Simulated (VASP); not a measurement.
# SrCl2: single point with LDA

Crystal: SrCl2.

```
Sr Cl
1.0
     0.00000    3.48550    3.52035
     3.48550    0.00000    3.52035
     3.48550    3.48550    0.00000
Sr Cl
1 2
Cartesian
  0.0000 0.0000 0.0000
  1.7428 1.7428 1.7602
  5.2283 5.2283 5.2805
```

This cell differs from its parent crystal: zz strain of +1 %.

```json
{
 "Program": "VASP 6.6.1",
 "Task": "single point",
 "Functional": "LDA",
 "Potentials or basis": "VASP PAW LDA potentials, release 64 (Sr_sv, Cl)",
 "Cutoff": "520 eV",
 "k mesh": "8 × 8 × 8",
 "Occupations": "fermi-dirac, width 0.01 eV",
 "Spin": "no spin polarisation",
 "Dipole correction": "no",
 "Further INCAR settings": "ALGO = Normal; EDIFF = 1e-07; NBANDS = 19"
}
```

```
Pressure               : -3.0 GPa
Band gap on the k mesh : 4.83 eV, indirect (least direct gap 5.13 eV)
```

Stress tensor (GPa, compression positive):
```
-2.80  0.00  0.00
 0.00 -2.80  0.00
 0.00  0.00 -3.28
```

Levels at points of the mesh, in eV from the valence-band top:
```tsv
k point	band 8	band 9	band 10	band 11	band 12	band 13	band 14	band 15	band 16	band 17
(0.00, 0.00, 0.00)	-2.20	-2.17	-0.42	-0.34	-0.34	4.83	5.77	5.83	8.64	8.68
(0.50, 0.00, 0.00)	-1.62	-1.57	-1.38	-1.09	-1.09	6.41	6.42	7.25	7.41	8.34
(0.50, 0.50, 0.00)	-1.93	-1.93	-0.42	-0.42	-0.06	5.13	6.72	7.32	7.76	7.76
(0.50, 0.00, 0.50)	-1.95	-1.91	-0.49	-0.40	0.00	5.13	6.79	7.31	7.81	7.83
```

Run time: 52 s on 1 thread of Intel(R) Xeon(R) Platinum 8559C (Emerald Rapids), with other jobs on the host, peak memory 0.24 GiB.

Caveat: the cell differs from its parent crystal (zz strain of +1 %). A k mesh can miss the band edges.
